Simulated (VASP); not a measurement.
Write the native input for VASP 6.6.1 that does the following.

```
Task                   : single point
Functional             : r2SCAN
Potentials or basis    : VASP PAW PBE potentials, release 64 (Zn, Se)
Cutoff                 : 520 eV
k mesh                 : 8 × 8 × 8
Occupations            : gaussian, width 0.05 eV
Spin                   : no spin polarisation
Dipole correction      : no
Further INCAR settings : ALGO = Normal; EDIFF = 1e-06; NBANDS = 16
```

Crystal: ZnSe.

```
Zn Se
1.0
     0.00000    2.79442    2.79442
     2.79442    0.00000    2.79442
     2.79442    2.79442    0.00000
Zn Se
1 1
Direct
  0.00000 0.00000 0.00000
  0.75000 0.75000 0.75000
```

This cell differs from its parent crystal: volume scaled by 0.96.

One way to write it, as run:

POSCAR

```
ZnSe
1.0
    0.0000000000      2.7944243885      2.7944243885
    2.7944243885      0.0000000000      2.7944243885
    2.7944243885      2.7944243885      0.0000000000
Zn Se
1 1
Direct
    0.0000000000      0.0000000000      0.0000000000
    0.7500000000      0.7500000000      0.7500000000
```

INCAR.step1

```
PREC = Accurate ; ENCUT = 520
ISMEAR = 0 ; SIGMA = 0.05
LREAL = F ; LASPH = T
NELM = 60 ; NBANDS = 16
GGA = PE ; ALGO = Normal
EDIFF = 1E-4 ; LWAVE = T
LCHARG = F
```

INCAR.step2

```
PREC = Accurate ; ENCUT = 520
EDIFF = 1E-6 ; ISMEAR = 0
SIGMA = 0.05 ; LREAL = F
LASPH = T ; NELM = 60
ALGO = Normal ; ISIF = 2
LWAVE = F ; LCHARG = F
METAGGA = R2SCAN ; LMIXTAU = T
NBANDS = 16 ; ISTART = 1
```

KPOINTS

```
regular mesh
0
Gamma
  8 8 8
```

Potentials or basis: VASP PAW PBE potentials, release 64 (Zn, Se).

Launch:

```console
$ cat potpaw_PBE.64/Zn/POTCAR potpaw_PBE.64/Se/POTCAR > POTCAR
$ cp INCAR.step1 INCAR
$ mpirun -np 1 vasp_std > vasp.out
$ cp INCAR.step2 INCAR
$ mpirun -np 1 vasp_std > vasp.out
```

It gave:

```json
{
  "Pressure": "3.0 GPa",
  "Band gap on the k mesh": "2.05 eV, direct"
}
```

Caveat: the PAW data sets were made with another functional, which shifts forces and pressure a little.

Run time: 78 s on 1 thread of Intel(R) Xeon(R) Platinum 8488C (Sapphire Rapids) (shared host), peak memory 0.17 GiB.
